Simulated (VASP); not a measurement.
# SnO (P2_1/m) in VASP: notebook, part 2 of 2

VASP 6.6.1. Earlier steps stand in the parts before.

## 3. Single point, PBEsol+D3(BJ) (strain +0.0625 x Voigt [0, 0, 0, 1, 0, 0])

INCAR

```
  PREC = Accurate
  ENCUT = 600
  EDIFF = 1E-6
  ISMEAR = 0
  SIGMA = 0.15
  LREAL = F
  LASPH = T
  NELM = 120
  ALGO = Normal
  ISIF = 2
  LWAVE = F
  LCHARG = T
  GGA = PS
  IVDW = 12
  LELF = T
  LVHAR = T
  NBANDS = 28
  GGA_COMPAT = F
```

KPOINTS

```
Automatic mesh
0
Gamma
  12 12 10
```

POSCAR

```
SnO
1.0
    3.7703910616      0.0000000000      0.0000000000
    0.0000000000      3.7703910616      0.1178247207
    0.0000000000      0.1426053215      4.5633702865
Sn O
2 2
Direct
    0.0000000000      0.5000000000      0.2532585894
    0.5000000000      0.0000000000      0.7467414106
    0.0000000000      0.0000000000      0.0000000000
    0.5000000000      0.5000000000      0.0000000000
```

Potentials or basis: VASP PAW PBE potentials, release 64 (Sn_d, O).

Launch:

```sh
$ cat potpaw_PBE.64/Sn_d/POTCAR potpaw_PBE.64/O/POTCAR > POTCAR
$ mpirun -np 1 vasp_std > vasp.out
```

OUTCAR:

```text
PREC = Accurate
   ENCUT = 600
   EDIFF = 1E-6
   ISMEAR = 0
   LREAL = F
   LASPH = T
   NELM = 120
   ISIF = 2
   GGA = PS
   IVDW = 12
 IVDW          = 12

 ion  position               nearest neighbor table
   1  0.000  0.500  0.253-   3 2.15   4 2.21   4 2.21   3 2.27   2 3.41   2 3.41   2 3.45   2 3.45
                             2 3.57   2 3.57   2 3.61   2 3.61
   2  0.500  0.000  0.747-   4 2.15   3 2.21   3 2.21   4 2.27   1 3.41   1 3.41   1 3.45   1 3.45
                             1 3.57   1 3.57   1 3.61   1 3.61
   3  0.000  0.000  0.000-   1 2.15   2 2.21   2 2.21   1 2.27
   4  0.500  0.500  0.000-   2 2.15   1 2.21   1 2.21   2 2.27

  LATTYP: Found a simple monoclinic cell.
 ALAT       =     3.7722316236
 B/A-ratio  =     0.9995120761
 C/A-ratio  =     1.2103175007
 COS(beta)  =    -0.0624390244

  Lattice vectors:

 A1 = (   0.0000000000,   3.7703910616,   0.1178247207)
 A2 = (   3.7703910616,   0.0000000000,   0.0000000000)
 A3 = (   0.0000000000,  -0.1426053215,  -4.5633702865)

[... 176 lines left out ...]
  free energy    TOTEN  =       -24.13887238 eV

  energy without entropy =      -24.13443486  energy(sigma->0) =      -24.13665362

 E-fermi :   7.9872     XC(G=0): -10.9366

 val. band max:        7.9839816858   @ k =   0.5000   0.4167   0.0000
 cond. band min:       7.9890152979   @ k =   0.4167  -0.4167   0.1000
 fundamental gap:      0.0050336121
 Fermi energy:         7.9872349235

 k-point     1 :       0.0000    0.0000    0.0000
  band No.  band energies     occupation
      1     -14.1013      2.00000
      2     -13.6410      2.00000
      3     -13.6229      2.00000
      4     -13.5901      2.00000
      5     -13.5631      2.00000
      6     -13.5544      2.00000
[... 733 lines left out ...]
     27      16.3902      0.00000
     28      16.6198      0.00000

 [... further k-points ...]

------------------------ aborting loop because EDIFF is reached ----------------------------------------

 Edisp (eV)   -0.93463

 E8    (eV) :    -0.6185

  FORCE on cell =-STRESS in cart. coord.  units (eV):
  Direction    XX          YY          ZZ          XY          YZ          ZX
  --------------------------------------------------------------------------------------
  -------------------------------------------------------------------------------------
  Total       0.13167     0.42774     0.29408     0.00000    -1.65193     0.00000
  in kB       3.25513    10.57440     7.27021     0.00000   -40.83824     0.00000
  external pressure =        7.03 kB  Pullay stress =        0.00 kB

 VOLUME and BASIS-vectors are now :
 -----------------------------------------------------------------------------
  energy-cutoff  :      600.00
  volume of cell :       64.81
      direct lattice vectors                 reciprocal lattice vectors
     3.770391062  0.000000000  0.000000000     0.265224478  0.000000000  0.000000000
     0.000000000  3.770391062  0.117824721     0.000000000  0.265483739 -0.008296367
     0.000000000  0.142605321  4.563370286     0.000000000 -0.006854703  0.219350492

 POSITION                                       TOTAL-FORCE (eV/Angst)
 -----------------------------------------------------------------------------------
      0.00000      1.92131      1.21463         0.000000     -0.374078      0.165583
      1.88520      0.10649      3.40766         0.000000      0.374078     -0.165583
      0.00000      0.00000      0.00000         0.000000      0.269430     -0.049182
      1.88520      1.88520      0.05891         0.000000     -0.269430      0.049182
 -----------------------------------------------------------------------------------
    total drift:                                0.000000      0.000000      0.000000

  FREE ENERGIE OF THE ION-ELECTRON SYSTEM (eV)
  ---------------------------------------------------
  free  energy   TOTEN  =       -25.0735072904 eV

  energy  without entropy=      -25.0690697749  energy(sigma->0) =      -25.07128853
```

stdout:

```text
POSCAR found type information on POSCAR SnO
 POSCAR found :  2 types and       4 ions
 scaLAPACK will be used
 -----------------------------------------------------------------------------
|                                                                             |
|                                                                             |
|     You enforced a specific xc type in the INCAR file but a different       |
|     I HOPE YOU KNOW WHAT YOU ARE DOING!                                     |
|                                                                             |
 -----------------------------------------------------------------------------

 LDA part: xc-table for (Slater+PW92), standard interpolation
 POSCAR, INCAR and KPOINTS ok, starting setup
 FFT: planning ... GRIDC
 FFT: planning ... GRID_SOFT
 FFT: planning ... GRID
 WAVECAR not read
 entering main loop
```

Wall time 5.4 min (1 thread of Intel Xeon 6975P-C (Granite Rapids), shared host); peak memory 0.79 GiB.

What came out:

* Free energy: -25.0735 eV
* Pressure: 0.7 GPa
* Largest force: 0.409 eV/Å
* Band gap on the k mesh: zero (bands 20 and 21 overlap by 0.44 eV)
* Dispersion energy per atom: -0.234 eV

Forces in eV/Å, atoms in the order of the input:
```
Sn   0.000 -0.374  0.166
Sn   0.000  0.374 -0.166
O    0.000  0.269 -0.049
O    0.000 -0.269  0.049
```

Stress tensor (GPa, compression positive):
```
 0.33  0.00  0.00
 0.00  1.06 -4.08
 0.00 -4.08  0.73
```

Caveat: the cell differs from its parent crystal (strain +0.0625 x Voigt [0, 0, 0, 1, 0, 0]); semilocal functionals underestimate gaps, so a narrow gap can read as zero; the PAW data sets were made with another functional, which shifts forces and pressure a little; spin-orbit coupling is left out, which moves the levels of the heavy elements.
